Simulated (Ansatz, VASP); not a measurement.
One calculation of Ti2Al6H, two programs

```
CELL_PARAMETERS angstrom
5.02419 0.00000 0.00000
2.15888 4.53670 0.00000
0.00000 0.00000 21.21871
ATOMIC_POSITIONS crystal
Al 0.50000 0.00000 0.18851
Al 0.00000 0.50000 0.18851
Al 0.00000 0.00000 0.25173
Al 0.00000 0.50000 0.31935
Al 0.50000 0.00000 0.31935
Al 0.50000 0.50000 0.38262
Ti 0.50000 0.50000 0.25173
Ti 0.00000 0.00000 0.37970
H 0.83333 0.83333 0.51458
```

Alike in both runs: task single point; functional PBE; dispersion D3(BJ); k mesh 6 × 6 × 1; occupations gaussian, width 0.1 eV; no spin polarisation.

|  | VASP | Ansatz |
| --- | --- | --- |
| version | VASP 6.6.1 | Ansatz 0.2.0 |
| potentials or method | VASP PAW PBE potentials, release 64 (Al, Ti_sv, H), cutoff 520 eV | scalar-relativistic, plane waves, PAW |
| valence electrons in the cell | 43 | 43 |

|  | VASP | Ansatz | Ansatz less VASP |
| --- | --- | --- | --- |
| gap on the k mesh at the Fermi level (eV) | none | none | - |
| rms of the force components (eV/Å) | 0.363 | 0.363 | -0.0002 |

A gap of «none» marks a metal or a gap that the smearing closes.
